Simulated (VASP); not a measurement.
SnSe: single point with LDA

SnSe, a slab with vacuum:

```
Sn Se
1.0
     4.34172    0.00000    0.00000
     0.00000    4.34172    0.00000
     0.00000    0.00000   11.13532
Sn Se
2 2
Direct
  0.00000 0.50000 0.62777
  0.50000 0.00000 0.37223
  0.00000 0.50000 0.38396
  0.50000 0.00000 0.61604
```

* Program: VASP 6.6.1
* Task: single point
* Functional: LDA
* Potentials or basis: VASP PAW LDA potentials, release 64 (Sn_d, Se)
* Cutoff: 520 eV
* k mesh: 6 × 6 × 3
* Occupations: fermi-dirac, width 0.05 eV
* Spin: no spin polarisation
* Dipole correction: no
* Further INCAR settings: ALGO = Normal; EDIFF = 1e-06; NBANDS = 28

The largest force is 0.464 eV/Å. The band gap on the k mesh is 1.49 eV, direct.

Forces on the atoms (eV/Å):
```
Sn   0.000  0.000 -0.464
Sn   0.000  0.000  0.464
Se   0.000  0.000  0.219
Se   0.000  0.000 -0.219
```

Levels at points of the mesh, in eV from the valence-band top:
```tsv
k point	band 18	band 19	band 20	band 21	band 22	band 23
(0.00, 0.00, 0.00)	-1.45	-1.45	-0.16	1.72	3.92	3.99
(0.50, 0.00, 0.00)	-1.27	-0.15	-0.15	1.52	1.52	2.13
(0.50, 0.50, 0.00)	-2.90	-1.48	-1.48	3.66	3.66	4.85
```

Run time: 76 s on 1 thread of AMD EPYC 9R14 (Zen 4) (shared host), peak memory 0.25 GiB.

Caveat: spin-orbit coupling is left out, which moves the levels of the heavy elements.
